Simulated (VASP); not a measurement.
Wanted: the native input for a VASP 6.6.1 run.

```yaml
Task: relaxation of the atoms
Functional: r2SCAN
Potentials_or_basis: VASP PAW PBE potentials, release 64 (Mg, F)
Cutoff: 580 eV
k_mesh: 6 × 6 × 10
Occupations: fermi-dirac, width 0.02 eV
Spin: no spin polarisation
Dipole_correction: no
Further_INCAR_settings: ALGO = Normal; EDIFF = 1e-07; IBRION = 2; EDIFFG = -0.01; NSW = 50
```

Crystal: MgF2 (Sellaite).

```xyz
6
Lattice="4.7166 0.0000 0.0000 0.0000 4.7166 0.0000 0.0000 0.0000 3.1092" Properties=species:S:1:pos:R:3 pbc="T T T"
Mg    0.0000    0.0000    0.0000
Mg    2.3583    2.3583    1.5546
F     1.4289    1.4289    0.0000
F     0.9294    3.7872    1.5546
F     3.2878    3.2878    0.0000
F     3.7872    0.9294    1.5546
```

These files were run (other wordings do the same):

POSCAR

```
MgF2
1.0
    4.7166494000      0.0000000000      0.0000000000
    0.0000000000      4.7166494000      0.0000000000
    0.0000000000      0.0000000000      3.1091607200
Mg F
2 4
Direct
    0.0000000000      0.0000000000      0.0000000000
    0.5000000000      0.5000000000      0.5000000000
    0.3029444600      0.3029444600      0.0000000000
    0.1970555400      0.8029444600      0.5000000000
    0.6970555400      0.6970555400      0.0000000000
    0.8029444600      0.1970555400      0.5000000000
```

INCAR.step1

```
ALGO = Normal ; EDIFF = 1E-5
EDIFFG = -0.01 ; ENCUT = 580
GGA = PE ; GGA_COMPAT = False
IBRION = 2 ; ISMEAR = -1
KPAR = 4 ; LASPH = True
LCHARG = False ; LREAL = False
LWAVE = True ; NELM = 120
NELMIN = 4 ; NSW = 100
PREC = Accurate ; SIGMA = 0.02
```

INCAR.step2

```
ALGO = Normal ; EDIFF = 1E-7
EDIFFG = -0.01 ; ENCUT = 580
GGA_COMPAT = False ; IBRION = 2
ISIF = 2 ; ISMEAR = -1
ISTART = 1 ; KPAR = 4
LASPH = True ; LCHARG = False
LMIXTAU = True ; LREAL = False
LWAVE = False ; METAGGA = R2SCAN
NELM = 120 ; NELMIN = 4
NSW = 50 ; PREC = Accurate
SIGMA = 0.02
```

KPOINTS

```
k-points
0
Gamma
  6 6 10
```

Potentials or basis: VASP PAW PBE potentials, release 64 (Mg, F).

Command:

```sh
$ cat potpaw_PBE.64/Mg/POTCAR potpaw_PBE.64/F/POTCAR > POTCAR
$ cp INCAR.step1 INCAR
$ mpirun -np 4 vasp_std > vasp.out
$ cp INCAR.step2 INCAR
$ mpirun -np 4 vasp_std > vasp.out
```

Results of the run:

- Energy gained by relaxing: 0.3 meV/atom
- Ionic steps: 3
- Pressure after relaxing: -6.8 GPa
- Largest force after relaxing: 0.003 eV/Å
- Band gap on the k mesh: 7.61 eV, direct

Caveat: the PAW data sets were made with another functional, which shifts forces and pressure a little.

Wall time 2.8 min on 4 MPI ranks on AMD EPYC 9R45 96-Core Processor (Zen 5) (shared host), peak memory 0.24 GiB a rank.
